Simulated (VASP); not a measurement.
# Ge (Pm-3m) in VASP: notebook, part 2 of 2

VASP 6.6.1. The steps go on from the part before.

### Step 4. Relaxation of cell and atoms, PBEsol

This run uses another cell than the first one, of 20.52 Å³/atom, 1.231 times its volume.

File INCAR:

```
  PREC = Accurate
  ENCUT = 600
  EDIFF = 1E-6
  ISMEAR = -1
  SIGMA = 0.1
  LREAL = False
  LASPH = True
  NELM = 60
  ALGO = Normal
  ISIF = 3
  LWAVE = False
  LCHARG = False
  GGA = PS
  IBRION = 2
  NSW = 60
  EDIFFG = -0.005
```

File KPOINTS:

```
Automatic mesh
0
Gamma
  15 15 15
```

File POSCAR:

```
Ge
1.0
    2.7377415812      0.0000000000      0.0000000000
    0.0000000000      2.7377415812      0.0000000000
    0.0000000000      0.0000000000      2.7377415812
Ge
1
Direct
    0.0000000000      0.0000000000      0.0000000000
```

Potentials or basis: VASP PAW PBE potentials, release 64 (Ge_d).

Command:

```
$ cat potpaw_PBE.64/Ge_d/POTCAR > POTCAR
$ mpirun -np 1 vasp_std > vasp.out
```

OUTCAR:

```text
PREC = Accurate
   ENCUT = 600
   EDIFF = 1E-6
   ISMEAR = -1
   LREAL = False
   LASPH = True
   NELM = 60
   ISIF = 3
   GGA = PS
   IBRION = 2
   NSW = 60
   EDIFFG = -0.005

 ion  position               nearest neighbor table
   1  0.000  0.000  0.000-

  LATTYP: Found a simple cubic cell.
 ALAT       =     2.7377415812

  Lattice vectors:

 A1 = (   2.7377415812,   0.0000000000,   0.0000000000)
 A2 = (   0.0000000000,   2.7377415812,   0.0000000000)
 A3 = (   0.0000000000,   0.0000000000,   2.7377415812)

Analysis of symmetry for initial positions (statically):
=====================================================================
 Subroutine PRICEL returns:
 Original cell was already a primitive cell.

 Routine SETGRP: Setting up the symmetry group for a
 simple cubic supercell.

 Subroutine GETGRP returns: Found 48 space group operations
 (whereof 48 operations were pure point group operations)
 out of a pool of 48 trial point group operations.

The static configuration has the point symmetry O_h .

Analysis of symmetry for dynamics (positions and initial velocities):
=====================================================================
 Subroutine PRICEL returns:
 Original cell was already a primitive cell.

 Routine SETGRP: Setting up the symmetry group for a
 simple cubic supercell.

 Subroutine GETGRP returns: Found 48 space group operations
 (whereof 48 operations were pure point group operations)
 out of a pool of 48 trial point group operations.

The dynamic configuration has the point symmetry O_h .

 Subroutine INISYM returns: Found 48 space group operations
 (whereof 48 operations are pure point group operations),
 and found     1 'primitive' translations

----------------------------------------------------------------------------------------

                                     Primitive cell

  volume of cell :      20.5200
[... 118 lines left out ...]
 conjugate gradient relaxation of ions
 non-spin polarized calculation
  energy-cutoff  :      600.00
  volume of cell :       20.52
 maximum number of plane-waves:       715
 NGX is ok and might be reduce to    24
   NGX = 11   NGY = 11   NGZ = 11

--------------------------------------- Ionic step        1  -------------------------------------------

 number of electron      14.0000006 magnetization

 Free energy of the ion-electron system (eV)
  ---------------------------------------------------
  ext. energy  EPLUGINS =         0.00000000
  ---------------------------------------------------
  free energy    TOTEN  =        -4.72487285 eV

  energy without entropy =       -4.70625076  energy(sigma->0) =       -4.71556180

------------------------ aborting loop because EDIFF is reached ----------------------------------------

  FORCE on cell =-STRESS in cart. coord.  units (eV):
  Direction    XX          YY          ZZ          XY          YZ          ZX
  --------------------------------------------------------------------------------------
  -------------------------------------------------------------------------------------
  Total       -0.6627291     -0.6627291     -0.6627291     -0.0000000      0.0000000     -0.0000000
  in kB      -51.7451059    -51.7451059    -51.7451059     -0.0000000      0.0000000     -0.0000000
  external PRESSURE =     -51.7451059 kB  Pullay stress =       0.0000000 kB
[... 92 lines left out ...]
--------------------------------------- Ionic step        4  -------------------------------------------

 number of electron      13.9999993 magnetization

 Free energy of the ion-electron system (eV)
  ---------------------------------------------------
  ext. energy  EPLUGINS =         0.00000000
  ---------------------------------------------------
  free energy    TOTEN  =        -4.75156799 eV

  energy without entropy =       -4.73444534  energy(sigma->0) =       -4.74300666

 E-fermi :   6.2530     XC(G=0): -11.3097

 val. band max:        6.2382917183   @ k =   0.3333   0.3333   0.1333
 cond. band min:       6.2725121000   @ k =   0.2667   0.2000   0.1333
 fundamental gap:      0.0342203817
 Fermi energy:         6.2529763161

 k-point     1 :       0.0000    0.0000    0.0000
  band No.  band energies     occupation
      1     -18.3502      2.00000
      2     -18.3502      2.00000
      3     -18.0678      2.00000
      4     -18.0678      2.00000
      5     -18.0678      2.00000
      6      -6.8498      2.00000
      7      13.1239      0.00000
      8      13.1239      0.00000
      9      13.1239      0.00000
     10      16.5143      0.00000
     11      16.5143      0.00000
[... 309 lines left out ...]
 k-point    24 :       0.3333    0.2000    0.0000
  band No.  band energies     occupation
      1     -18.2905      2.00000
      2     -18.1583      2.00000
      3     -18.1490      2.00000
      4     -18.1204      2.00000
      5     -18.0879      2.00000
      6      -3.8338      2.00000
      7       4.0724      2.00000
      8       9.4324      0.00000
      9      15.8558      0.00000
     10      17.6782      0.00000
     11      20.4262      0.00000

 [... further k-points ...]
[... 5 lines left out ...]
  --------------------------------------------------------------------------------------
  -------------------------------------------------------------------------------------
  Total       -0.0041840     -0.0041840     -0.0041840      0.0000000      0.0000000      0.0000000
  in kB       -0.3533965     -0.3533965     -0.3533965      0.0000000      0.0000000      0.0000000
  external PRESSURE =      -0.3533965 kB  Pullay stress =       0.0000000 kB
[... 16 lines left out ...]
  FREE ENERGIE OF THE ION-ELECTRON SYSTEM (eV)
  ---------------------------------------------------
  free  energy   TOTEN  =        -4.7515679938 eV

  energy  without entropy=       -4.7344453354  energy(sigma->0) =       -4.74300666

 reached required accuracy - stopping structural energy minimisation
```

OSZICAR:

```text
N       E                     dE             d eps       ncg     rms          rms(c)
DAV:   1     0.568670132064E+02    0.56867E+02   -0.82621E+03  2726   0.375E+03
DAV:   2     0.335441375790E+00   -0.56532E+02   -0.54834E+02  2712   0.416E+02
DAV:   3    -0.465804018065E+01   -0.49935E+01   -0.49280E+01  3014   0.776E+01
[... 27 lines left out ...]
DAV:   1    -0.475197402859E+01   -0.40848E-03   -0.52244E-03  3213   0.187E+00    0.118E-01
DAV:   2    -0.475167059364E+01    0.30343E-03   -0.35782E-04  3006   0.508E-01    0.589E-02
DAV:   3    -0.475157551582E+01    0.95078E-04   -0.13795E-04  3249   0.270E-01    0.124E-02
DAV:   4    -0.475156807499E+01    0.74408E-05   -0.11410E-05  3009   0.866E-02    0.338E-03
DAV:   5    -0.475156799379E+01    0.81199E-07   -0.13547E-07  1452   0.740E-03
   4 F= -.47515680E+01 E0= -.47430067E+01  d E =-.266951E-01
```

It took 1.8 min on 1 thread of AMD EPYC 7R13, shared host; peak memory 0.14 GiB.

What came out:

* Free energy: -4.7516 eV
* Relaxed volume: 18.97 Å³/atom
* Relaxed cell: a = 2.667 Å, b = 2.667 Å, c = 2.667 Å, α = 90.00°, β = 90.00°, γ = 90.00°
* Space group after relaxing (to 0.05 Å): Pm-3m (No. 221)
* Energy gained by relaxing: 26.7 meV/atom
* Ionic steps: 4
* Pressure after relaxing: 0.0 GPa
* Band gap on the k mesh: zero (band 7 reaches 13.12 eV, above the bottom of band 8 at 3.86 eV)

The path:
```csv
step,energy change (eV),largest force (eV/Å),pressure (GPa),volume (Å³)
1,0.0000,0.0000,-5.17,20.52
2,-0.0252,0.0000,1.23,18.61
3,-0.0267,0.0000,0.10,18.94
4,-0.0267,0.0000,-0.04,18.97
```

Final structure:
```cif
data_structure
_symmetry_space_group_name_H-M 'P 1'
_symmetry_Int_Tables_number 1
_cell_length_a 2.6669
_cell_length_b 2.6669
_cell_length_c 2.6669
_cell_angle_alpha 90.000
_cell_angle_beta 90.000
_cell_angle_gamma 90.000
_cell_volume 18.97
loop_
_atom_site_label
_atom_site_type_symbol
_atom_site_fract_x
_atom_site_fract_y
_atom_site_fract_z
_atom_site_occupancy
Ge1 Ge 0.00000 0.00000 0.00000 1
```

Levels at points of the mesh, in eV from the Fermi level:
```csv
k point,band 5,band 6,band 7,band 8,band 9,band 10
"(0.00, 0.00, 0.00)",-24.32,-13.10,6.87,6.87,6.87,10.26
```

Caveat: the PAW data sets were made with another functional, which shifts forces and pressure a little.

### Step 5. Summary

| task | level | cell | cutoff (eV) | gap on the mesh (eV) | pressure (GPa) |
| --- | --- | --- | --- | --- | --- |
| single point | PBEsol+D3(BJ) | a = 2.555 Å, 1 atom | 520 | none | 9.8 |
| single point | PBEsol | a = 2.666 Å, 1 atom | 520 | none | -0.1 |
| relaxation of cell and atoms | PBEsol | relaxed from a = 2.738 Å, 1 atom | 600 | none | 0.0 |

Alike in all rows: potentials or basis VASP PAW PBE potentials, release 64 (Ge_d); no spin polarisation; k mesh 15 × 15 × 15; smearing fermi-dirac 0.1 eV.

Caveats: the PAW data sets were made with another functional, which shifts forces and pressure a little; three body term missing (some runs); pairwise dispersion overbinds metals, which lowers pressure and volume (some runs).

Total energies depend on the potentials used, so only differences within one code and one set of settings carry meaning.
